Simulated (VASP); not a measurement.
# SiNi3 (Pm-3m) in VASP: further runs

Runs on SiNi3. Level: PBE. Tasks: single point.

All numbers are computed with VASP 6.6.1; they aren't measurements. Logs are shortened: lines on timing, memory, paths and dates and some standing lists are left out, and cuts for length are marked.

**1. The cell of the first run**

It takes space group Pm-3m (No. 221, cubic). Conventional cell: a = 3.435 Å, b = 3.435 Å, c = 3.435 Å, α = 90.00°, β = 90.00°, γ = 90.00°. Si (site symmetry m-3m) has 12 Ni at 2.43 Å within 3.2 Å. Ni (site symmetry 4/mmm) has 4 Si at 2.43 Å and 8 Ni at 2.43 Å within 3.2 Å.

**2. Single point, PBE (10.13 Å³/atom)**

Input file INCAR:

```
SYSTEM = SiNi3
ALGO = Normal
EDIFF = 1E-6
ENCUT = 520
GGA = PE
ISIF = 2
ISMEAR = -1
LASPH = .True.
LCHARG = .True.
LELF = .True.
LREAL = .False.
LVHAR = .True.
LWAVE = .False.
NBANDS = 25
NELM = 100
PREC = Accurate
SIGMA = 0.02
```

Input file KPOINTS:

```
k-points
0
Gamma
  6 6 6
  0 0 0
```

Input file POSCAR:

```
SiNi3
1.0
    3.4347855909      0.0000000000      0.0000000000
    0.0000000000      3.4347855909      0.0000000000
    0.0000000000      0.0000000000      3.4347855909
Si Ni
1 3
Direct
    0.0000000000      0.0000000000      0.0000000000
    0.0000000000      0.5000000000      0.5000000000
    0.5000000000      0.0000000000      0.5000000000
    0.5000000000      0.5000000000      0.0000000000
```

Potentials or basis: VASP PAW PBE potentials, release 64 (Si, Ni).

Run with:

```
$ cat potpaw_PBE.64/Si/POTCAR potpaw_PBE.64/Ni/POTCAR > POTCAR
$ mpirun -np 1 vasp_std > vasp.out
```

OUTCAR:

```text
SYSTEM = SiNi3
   EDIFF = 1E-6
   ENCUT = 520
   GGA = PE
   ISIF = 2
   ISMEAR = -1
   LASPH = .True.
   LREAL = .False.
   NELM = 100
   PREC = Accurate

 ion  position               nearest neighbor table
   1  0.000  0.000  0.000-   2 2.43   3 2.43   4 2.43   2 2.43   3 2.43   2 2.43   4 2.43   2 2.43
                             3 2.43   4 2.43   3 2.43   4 2.43
   2  0.000  0.500  0.500-   1 2.43   3 2.43   4 2.43   1 2.43   4 2.43   1 2.43   3 2.43   1 2.43
                             3 2.43   4 2.43   4 2.43   3 2.43
   3  0.500  0.000  0.500-   1 2.43   2 2.43   4 2.43   1 2.43   4 2.43   2 2.43   4 2.43   4 2.43
                             1 2.43   2 2.43   1 2.43   2 2.43
   4  0.500  0.500  0.000-   1 2.43   2 2.43   3 2.43   2 2.43   3 2.43   1 2.43   3 2.43   3 2.43
                             1 2.43   2 2.43   2 2.43   1 2.43

  LATTYP: Found a simple cubic cell.
 ALAT       =     3.4347855909

  Lattice vectors:

 A1 = (   3.4347855909,   0.0000000000,   0.0000000000)
 A2 = (   0.0000000000,   3.4347855909,   0.0000000000)
 A3 = (   0.0000000000,   0.0000000000,   3.4347855909)

Analysis of symmetry for initial positions (statically):
=====================================================================
 Subroutine PRICEL returns:
 Original cell was already a primitive cell.

 Routine SETGRP: Setting up the symmetry group for a
 simple cubic supercell.

 Subroutine GETGRP returns: Found 48 space group operations
 (whereof 48 operations were pure point group operations)
 out of a pool of 48 trial point group operations.

The static configuration has the point symmetry O_h .

Analysis of symmetry for dynamics (positions and initial velocities):
=====================================================================
 Subroutine PRICEL returns:
 Original cell was already a primitive cell.

 Routine SETGRP: Setting up the symmetry group for a
 simple cubic supercell.

 Subroutine GETGRP returns: Found 48 space group operations
 (whereof 48 operations were pure point group operations)
 out of a pool of 48 trial point group operations.

The dynamic configuration has the point symmetry O_h .

 Subroutine INISYM returns: Found 48 space group operations
 (whereof 48 operations are pure point group operations),
 and found     1 'primitive' translations

----------------------------------------------------------------------------------------

                                     Primitive cell

  volume of cell :      40.5227

  direct lattice vectors                    reciprocal lattice vectors
     3.434785591  0.000000000  0.000000000     0.291138988  0.000000000  0.000000000
     0.000000000  3.434785591  0.000000000     0.000000000  0.291138988  0.000000000
     0.000000000  0.000000000  3.434785591     0.000000000  0.000000000  0.291138988

  length of vectors
     3.434785591  3.434785591  3.434785591     0.291138988  0.291138988  0.291138988

  position of ions in fractional coordinates (direct lattice)
     0.000000000  0.000000000  0.000000000
     0.000000000  0.500000000  0.500000000
     0.500000000  0.000000000  0.500000000
     0.500000000  0.500000000  0.000000000

  ion indices of the primitive-cell ions
   primitive index   ion index
                 1           1
                 2           2
                 3           3
                 4           4

----------------------------------------------------------------------------------------

 KPOINTS: k-points

Automatic generation of k-mesh.
 Grid dimensions read from file:
 generate k-points for:    6    6    6

 Generating k-lattice:

  Cartesian coordinates                     Fractional coordinates (reciprocal lattice)
     0.048523165  0.000000000  0.000000000     0.166666667  0.000000000  0.000000000
     0.000000000  0.048523165  0.000000000     0.000000000  0.166666667  0.000000000
     0.000000000  0.000000000  0.048523165     0.000000000  0.000000000  0.166666667

  Length of vectors
     0.048523165  0.048523165  0.048523165

  Shift w.r.t. Gamma in fractional coordinates (k-lattice)
     0.000000000  0.000000000  0.000000000

 Subroutine IBZKPT returns following result:
 ===========================================

 Found     20 irreducible k-points:

 Following reciprocal coordinates:
            Coordinates               Weight
  0.000000  0.000000  0.000000      1.000000
  0.166667  0.000000  0.000000      6.000000
  0.333333  0.000000  0.000000      6.000000
  0.500000  0.000000  0.000000      3.000000
  0.166667  0.166667  0.000000     12.000000
  0.333333  0.166667  0.000000     24.000000
[... 12 lines left out ...]
  0.500000  0.500000  0.333333      6.000000
  0.500000  0.500000  0.500000      1.000000
   k-points           NKPTS =     20   k-points in BZ     NKDIM =     20   number of bands    NBANDS=     25
   number of dos      NEDOS =    301   number of ions     NIONS =      4
   total plane-waves  NPLWV =  21952
   dimension x,y,z NGX =    28 NGY =   28 NGZ =   28
   dimension x,y,z NGXF=    56 NGYF=   56 NGZF=   56
   ions per type =               1   3
   NGX,Y,Z   is equivalent  to a cutoff of  13.55, 13.55, 13.55 a.u.
   NGXF,Y,Z  is equivalent  to a cutoff of  27.10, 27.10, 27.10 a.u.
 SYSTEM =  SiNi3
   PREC   = accura    normal or accurate (medium, high low for compatibility)
   ISTART =      0    job   : 0-new  1-cont  2-samecut
   ICHARG =      2    charge: 1-file 2-atom 10-const
   ISPIN  =      1    spin polarized calculation?
   LNONCOLLINEAR =      F non collinear calculations
   LSORBIT =      F    spin-orbit coupling
   LASPH  =      T    aspherical Exc in radial PAW
   ENCUT  =  520.0 eV  38.22 Ry    6.18 a.u.   6.39  6.39  6.39*2*pi/ulx,y,z
   NELM   =    100;   NELMIN=  2; NELMDL= -5     # of ELM steps
   EDIFF  = 0.1E-05   stopping-criterion for ELM
   LREAL  =      F    real-space projection
   EDIFFG = 0.1E-04   stopping-criterion for IOM
   NSW    =      0    number of steps for IOM
   IBRION =     -1    ionic relax: 0-MD 1-quasi-New 2-CG
   NFREE  =      0    steps in history (QN), initial steepest desc. (CG)
   ISIF   =      2    stress and relaxation
   ISYM   =      2    0-nonsym 1-usesym 2-fastsym
   POTIM  = 0.5000    time-step for ionic-motion
   TEBEG  =    0.0;   TEEND  =   0.0 temperature during run
   PSTRESS=    0.0 pullay stress
   NELECT =      34.0000    total number of electrons
   NUPDOWN=      -1.0000    fix difference up-down
   EMIN   =  10.00;   EMAX   =-10.00  energy-range for DOS
   EFERMI =   0.00;   METHOD = LEGACY
   ISMEAR =    -1;   SIGMA  =   0.02  broadening in eV -4-tet -1-fermi 0-gaus
   EFERMI_NEDOS =   21; number of points for ismear=-14 and -15
   IALGO  =     38    algorithm
   IMIX   =      4    mixing-type and parameters
     AMIX     =   0.40;   BMIX     =  1.00
     AMIX_MAG =   1.60;   BMIX_MAG =  1.00
  volume/ion in A,a.u.               =      10.13        68.37
  Fermi-wavevector in a.u.,A,eV,Ry     =   1.544074  2.917877 32.438537  2.384165
  Thomas-Fermi vector in A             =   2.649647
   LORBIT       =      0    0 simple, 1 ext, 2 COOP (PROOUT), +10 PAW based schemes
   GGA     = PE    functional components
   LHFCALC =     F    Hartree Fock is set to
   AEXX    =    0.0000 exact exchange contribution
   IVDW    =     0    specifies the selected vdW correction
   LEPSILON=     F    determine dielectric tensor
   LRPA    =     F    only Hartree local field effects (RPA)
 non-spin polarized calculation
  energy-cutoff  :      520.00
  volume of cell :       40.52
 maximum number of plane-waves:      1108
 NGX is ok and might be reduce to    28
   NGX = 13   NGY = 13   NGZ = 13

 number of electron      33.9999978 magnetization

 Free energy of the ion-electron system (eV)
  ---------------------------------------------------
  ext. energy  EPLUGINS =         0.00000000
  ---------------------------------------------------
  free energy    TOTEN  =       -23.56498330 eV

  energy without entropy =      -23.56215824  energy(sigma->0) =      -23.56357077

 E-fermi :  11.6217     XC(G=0): -13.4407

 val. band max:       11.5898045889   @ k =   0.5000   0.5000   0.3333
 cond. band min:      11.6456860339   @ k =   0.0000   0.0000   0.0000
 fundamental gap:      0.0558814450
 Fermi energy:        11.6216882880

 k-point     1 :       0.0000    0.0000    0.0000
  band No.  band energies     occupation
      1      -0.8168      2.00000
      2       6.3264      2.00000
      3       7.1761      2.00000
      4       7.1761      2.00000
      5       7.7367      2.00000
      6       7.7367      2.00000
[... 17 lines left out ...]
     24      22.6508      0.00000
     25      22.6508      0.00000

 k-point     2 :       0.1667    0.0000    0.0000
  band No.  band energies     occupation
      1      -0.4774      2.00000
      2       6.2714      2.00000
      3       6.8239      2.00000
      4       7.4176      2.00000
      5       7.7118      2.00000
      6       7.7118      2.00000
[... 17 lines left out ...]
     24      21.4387      0.00000
     25      22.0413      0.00000

 k-point     3 :       0.3333    0.0000    0.0000
  band No.  band energies     occupation
      1       0.4698      2.00000
      2       4.7505      2.00000
      3       7.1051      2.00000
      4       7.6134      2.00000
      5       7.6134      2.00000
      6       8.0172      2.00000
[... 17 lines left out ...]
     24      20.0161      0.00000
     25      23.5707      0.00000

 k-point     4 :       0.5000    0.0000    0.0000
  band No.  band energies     occupation
      1       1.3633      2.00000
      2       3.4795      2.00000
      3       7.3797      2.00000
      4       7.5433      2.00000
      5       7.5433      2.00000
      6       8.2497      2.00000
[... 17 lines left out ...]
     24      19.6586      0.00000
     25      23.0154      0.00000

 k-point     5 :       0.1667    0.1667    0.0000
  band No.  band energies     occupation
      1      -0.1454      2.00000
      2       6.3877      2.00000
      3       6.6485      2.00000
      4       7.2304      2.00000
      5       7.6224      2.00000
      6       7.7622      2.00000
[... 17 lines left out ...]
     24      21.4675      0.00000
     25      22.6793      0.00000

 k-point     6 :       0.3333    0.1667    0.0000
  band No.  band energies     occupation
      1       0.7764      2.00000
      2       4.9924      2.00000
      3       6.8857      2.00000
      4       7.4156      2.00000
      5       7.5285      2.00000
      6       8.0993      2.00000
[... 17 lines left out ...]
     24      21.2383      0.00000
     25      22.9699      0.00000
[... 281 lines left out ...]
 k-point    17 :       0.3333    0.3333    0.3333
  band No.  band energies     occupation
      1       2.4577      2.00000
      2       5.5598      2.00000
      3       6.6432      2.00000
      4       6.6432      2.00000
      5       8.1184      2.00000
      6       8.1544      2.00000
[... 17 lines left out ...]
     24      23.9579      0.00000
     25      23.9579      0.00000

 k-point    18 :       0.5000    0.3333    0.3333
  band No.  band energies     occupation
      1       2.8676      2.00000
      2       5.6007      2.00000
      3       6.1368      2.00000
      4       7.4903      2.00000
      5       7.5668      2.00000
      6       8.0694      2.00000
[... 17 lines left out ...]
     24      24.3453      0.00000
     25      25.0080      0.00000

 k-point    19 :       0.5000    0.5000    0.3333
  band No.  band energies     occupation
      1       3.0719      2.00000
      2       6.2364      2.00000
      3       6.2364      2.00000
      4       7.1366      2.00000
      5       7.5269      2.00000
      6       8.1134      2.00000
[... 17 lines left out ...]
     24      25.0105      0.00000
     25      28.0504      0.00000

 k-point    20 :       0.5000    0.5000    0.5000
  band No.  band energies     occupation
      1       3.1197      2.00000
      2       7.0098      2.00000
      3       7.0098      2.00000
      4       7.0098      2.00000
      5       7.6444      2.00000
      6       7.6444      2.00000
[... 17 lines left out ...]
     24      28.6434      0.00000
     25      28.6434      0.00000

------------------------ aborting loop because EDIFF is reached ----------------------------------------

  FORCE on cell =-STRESS in cart. coord.  units (eV):
  Direction    XX          YY          ZZ          XY          YZ          ZX
  --------------------------------------------------------------------------------------
  -------------------------------------------------------------------------------------
  Total        3.8368056      3.8368056      3.8368056     -0.0000000      0.0000000     -0.0000000
  in kB      151.6985683    151.6985683    151.6985683     -0.0000000      0.0000000     -0.0000000
  external PRESSURE =     151.6985683 kB  Pullay stress =       0.0000000 kB

 VOLUME and BASIS-vectors are now :
 -----------------------------------------------------------------------------
  energy-cutoff  :      520.00
  volume of cell :       40.52
      direct lattice vectors                 reciprocal lattice vectors
     3.434785591  0.000000000  0.000000000     0.291138988  0.000000000  0.000000000
     0.000000000  3.434785591  0.000000000     0.000000000  0.291138988  0.000000000
     0.000000000  0.000000000  3.434785591     0.000000000  0.000000000  0.291138988

 POSITION                                       TOTAL-FORCE (eV/Angst)
 -----------------------------------------------------------------------------------
      0.00000      0.00000      0.00000         0.000000      0.000000      0.000000
      0.00000      1.71739      1.71739         0.000000      0.000000      0.000000
      1.71739      0.00000      1.71739         0.000000      0.000000      0.000000
      1.71739      1.71739      0.00000         0.000000      0.000000      0.000000
 -----------------------------------------------------------------------------------
    total drift:                                0.000000      0.000000      0.000000

  FREE ENERGIE OF THE ION-ELECTRON SYSTEM (eV)
  ---------------------------------------------------
  free  energy   TOTEN  =       -23.5649833043 eV

  energy  without entropy=      -23.5621582442  energy(sigma->0) =      -23.56357077
```

Wall time 31 s (1 thread of Intel Xeon 8259CL, shared host); peak memory 0.16 GiB.

Results:

```yaml
Free_energy: -23.5650 eV
Pressure: 15.2 GPa
Band_gap_on_the_k_mesh: zero (bands 17 and 18 overlap by 0.26 eV)
```

Caveat: the cell stands under pressure.

**3. Single point, PBE (10.45 Å³/atom)**

This run uses another cell than the first one, of 10.45 Å³/atom.

Input file INCAR:

```
SYSTEM = SiNi3
  ALGO = Normal
  EDIFF = 1E-7
  ENCUT = 520
  GGA = PE
  ISIF = 2
  ISMEAR = -1
  LASPH = .TRUE.
  LCHARG = .TRUE.
  LELF = .TRUE.
  LREAL = .FALSE.
  LVHAR = .TRUE.
  LWAVE = .FALSE.
  NBANDS = 25
  NELM = 80
  PREC = Accurate
  SIGMA = 0.02
```

Input file KPOINTS:

```
k-points
0
G
  6 6 6
  0 0 0
```

Input file POSCAR:

```
SiNi3
1.0
    3.4709438859      0.0000000000      0.0000000000
    0.0000000000      3.4709438859      0.0000000000
    0.0000000000      0.0000000000      3.4709438859
Si Ni
1 3
Direct
    0.0000000000      0.0000000000      0.0000000000
    0.0000000000      0.5000000000      0.5000000000
    0.5000000000      0.0000000000      0.5000000000
    0.5000000000      0.5000000000      0.0000000000
```

Potentials or basis: VASP PAW PBE potentials, release 64 (Si, Ni).

Run with:

```
$ cat potpaw_PBE.64/Si/POTCAR potpaw_PBE.64/Ni/POTCAR > POTCAR
$ mpirun -np 1 vasp_std > vasp.out
```

It took 36 s on 1 thread of Intel Xeon 8259CL, shared host; peak memory 0.16 GiB.

The run converged. Its results:

- Free energy: -23.6534 eV
- Pressure: 7.0 GPa
- Band gap on the k mesh: zero (bands 17 and 18 overlap by 0.25 eV)

Levels at points of the mesh, in eV from the Fermi level:
```tsv
k point	band 13	band 14	band 15	band 16	band 17	band 18	band 19	band 20	band 21	band 22
(0.00, 0.00, 0.00)	-0.93	-0.66	-0.66	-0.32	0.02	0.02	0.02	5.10	6.46	6.46
(0.50, 0.00, 0.00)	-1.38	-1.36	-1.20	-0.59	0.02	3.71	3.71	5.33	5.33	5.42
(0.50, 0.50, 0.00)	-1.51	-1.50	-1.17	-1.07	-1.00	0.67	0.67	5.77	6.48	7.77
(0.50, 0.50, 0.50)	-1.52	-1.31	-1.31	-0.47	-0.22	-0.22	-0.22	1.33	4.14	4.14
```

Caveat: the cell stands under pressure. Spin polarisation is off, so any magnetic state and its effect on volume and gap are missing.

**4. Single point, PBE**

This run uses another cell than the first one, of 10.78 Å³/atom.

Input file INCAR:

```
ALGO     = Normal         # electronic algorithm
EDIFF    = 1E-7           # SCF threshold, eV
ENCUT    = 520            # plane-wave cutoff, eV
GGA      = PE             # functional
ISIF     = 2              # what is computed and relaxed
ISMEAR   = -1             # smearing method
LASPH    = True           # aspherical terms in the spheres
LCHARG   = True           # write CHGCAR
LELF     = True           # ELF
LREAL    = False          # projectors in reciprocal space
LVHAR    = True         
LWAVE    = False          # write WAVECAR
NBANDS   = 25             # bands
NELM     = 80             # most SCF steps
PREC     = Accurate       # precision mode
SIGMA    = 0.02           # smearing width, eV
```

Input file KPOINTS:

```
k-points
0
Gamma
  6 6 6
```

Input file POSCAR:

```
SiNi3
1.0
    3.5063641270      0.0000000000      0.0000000000
    0.0000000000      3.5063641270      0.0000000000
    0.0000000000      0.0000000000      3.5063641270
Si Ni
1 3
Direct
    0.0000000000      0.0000000000      0.0000000000
    0.0000000000      0.5000000000      0.5000000000
    0.5000000000      0.0000000000      0.5000000000
    0.5000000000      0.5000000000      0.0000000000
```

Run with:

```
$ cat potpaw_PBE.64/Si/POTCAR potpaw_PBE.64/Ni/POTCAR > POTCAR
$ mpirun -np 1 vasp_std > vasp.out
```

Wall time 40 s (1 thread of Intel Xeon 8259CL, shared host); peak memory 0.16 GiB.

Results (log left out):

```
Free energy            : -23.6807 eV
Pressure               : 0.0 GPa
Band gap on the k mesh : zero (bands 17 and 18 overlap by 0.24 eV)
```

Levels at points of the mesh, in eV from the Fermi level:
| k point | band 13 | band 14 | band 15 | band 16 | band 17 | band 18 | band 19 | band 20 | band 21 | band 22 |
| --- | --- | --- | --- | --- | --- | --- | --- | --- | --- | --- |
| (0.00, 0.00, 0.00) | -0.89 | -0.63 | -0.63 | -0.30 | 0.02 | 0.02 | 0.02 | 4.81 | 6.32 | 6.32 |
| (0.50, 0.00, 0.00) | -1.32 | -1.30 | -1.15 | -0.57 | 0.02 | 3.59 | 3.59 | 5.19 | 5.26 | 5.26 |
| (0.50, 0.50, 0.00) | -1.44 | -1.43 | -1.11 | -1.02 | -0.95 | 0.64 | 0.64 | 5.58 | 6.33 | 7.66 |
| (0.50, 0.50, 0.50) | -1.45 | -1.25 | -1.25 | -0.40 | -0.22 | -0.22 | -0.22 | 1.20 | 4.01 | 4.01 |

**5. Summary**

| cell | gap on the mesh (eV) | pressure (GPa) |
| --- | --- | --- |
| a = 3.435 Å, 4 atoms | none | 15.2 |
| a = 3.471 Å, 4 atoms | none | 7.0 |
| a = 3.506 Å, 4 atoms | none | 0.0 |

Alike in all rows: task single point; level PBE; potentials or basis VASP PAW PBE potentials, release 64 (Si, Ni); no spin polarisation; k mesh 6 × 6 × 6; cutoff (eV) 520; smearing fermi-dirac 0.02 eV.

Caveats: the cell stands under pressure (at least some runs).

Total energies depend on the potentials used, so only differences within one code and one set of settings carry meaning.

The gap in the log of VASP goes by the Fermi energy; the results here count the filled bands.